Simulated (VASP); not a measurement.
Here is a VASP 6.6.1 calculation.

File INCAR:

```
SYSTEM = NaCl
AGGAC = 1.0
AGGAX = 1.0
ALDAC = 0.0
ALDAX = 1.0
ALGO = Normal
EDIFF = 1E-6
ENCUT = 520
GGA = B5
ISIF = 2
ISMEAR = -1
IVDW = 12
LASPH = .TRUE.
LCHARG = .FALSE.
LREAL = .FALSE.
LWAVE = .FALSE.
NBANDS = 14
NELM = 60
PREC = Accurate
SIGMA = 0.05
VDW_A1 = 0.4298
VDW_A2 = 4.2359
VDW_S6 = 1.0
VDW_S8 = 2.6996
```

File KPOINTS:

```
k-points
0
G
  8 8 8
  0 0 0
```

File POSCAR:

```
NaCl
1.0
    3.3981734129      0.0000000000      0.0000000000
    0.0000000000      3.3981734129      0.0000000000
    0.0000000000      0.0000000000      3.3981734129
Cl Na
1 1
Direct
    0.5000000000      0.5000000000      0.5000000000
    0.0000000000      0.0000000000      0.0000000000
```

Potentials or basis: VASP PAW PBE potentials, release 64 (Cl, Na_pv).

Launch:

```sh
$ cat potpaw_PBE.64/Cl/POTCAR potpaw_PBE.64/Na_pv/POTCAR > POTCAR
$ mpirun -np 1 vasp_std > vasp.out
```

Predict the dispersion energy per atom.

-0.553 eV.

What does it give for the pressure?

-0.2 GPa.

What does it give for the band gap on the k mesh?

4.38 eV, indirect (least direct gap 4.95 eV).

Caveat: the PAW data sets were made with another functional, which shifts forces and pressure a little. A k mesh can miss the band edges.
